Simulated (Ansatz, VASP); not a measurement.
# Fe: VASP beside Ansatz

The input INCAR:

```
SYSTEM = Fe
  PREC = Accurate
  ENCUT = 520
  EDIFF = 1E-6
  ISMEAR = -1
  SIGMA = 0.08
  LREAL = .FALSE.
  LASPH = .TRUE.
  NELM = 80
  ALGO = Normal
  ISIF = 2
  LWAVE = .FALSE.
  LCHARG = .TRUE.
  GGA = PE
  LELF = .TRUE.
  LVHAR = .TRUE.
  NBANDS = 15
```

The input KPOINTS:

```
Automatic mesh
0
G
  17 17 10
  0 0 0
```

POSCAR

```
Fe
1.0
    2.3854744336      0.0000000000      0.0000000000
   -1.1927372168      2.0658814596      0.0000000000
    0.0000000000      0.0000000000      3.8419344700
Fe
2
Direct
    0.3333333333      0.6666666667      0.2500000000
    0.6666666667      0.3333333333      0.7500000000
```

Input for Ansatz:

```yaml
crystal:
  lattice:
    - [2.3854744336, 0.0, 0.0]
    - [-1.1927372168, 2.0658814596, 0.0]
    - [0.0, 0.0, 3.84193447]
  atoms:
    - { symbol: Fe, position: [0.3333333333, 0.6666666667, 0.25] }
    - { symbol: Fe, position: [0.6666666667, 0.3333333333, 0.75] }
kpoints:
  mp_grid: { grid: [17, 17, 10] }
  band_path:
    path:
      - [0.0, 0.0, 0.0]
      - [0.5, 0.0, 0.0]
      - [0.3333333333, 0.3333333333, 0.0]
      - [0.0, 0.0, 0.0]
      - [0.0, 0.0, 0.5]
      - [0.5, 0.0, 0.5]
      - [0.3333333333, 0.3333333333, 0.5]
      - [0.0, 0.0, 0.5]
      - [0.5, 0.0, 0.5]
    npoints: 5
scf:
  occupations: { method: fermi_dirac, width: 0.08 }
hamiltonian:
  xc: pbe
  pseudopotentials: { kind: all_electron, lapw: { basis_error: 0.00025 } }
output:
  forces: true
  stress: true
  eigenvalues: true
```

Change from the starting cell: equal xx and yy strain of -2 %.

Alike in both runs: task single point; functional PBE; k mesh 17 × 17 × 10; occupations fermi-dirac, width 0.08 eV; no spin polarisation.

|  | VASP | Ansatz |
| --- | --- | --- |
| version | VASP 6.6.1 | Ansatz 0.2.0 |
| potentials or method | VASP PAW PBE potentials, release 64 (Fe), cutoff 520 eV | all-electron LAPW, scalar-relativistic |

VASP gave:

* pressure (GPa): 24.9
* traceless stress, the component that is largest in VASP (GPa): -6.19

**Question.** What did Ansatz give for the same quantities?

**Answer.** Pressure (GPa): 25.7; traceless stress, the component that is largest in VASP (GPa): -6.25.

Ansatz ran all-electron here, and VASP with PAW potentials.
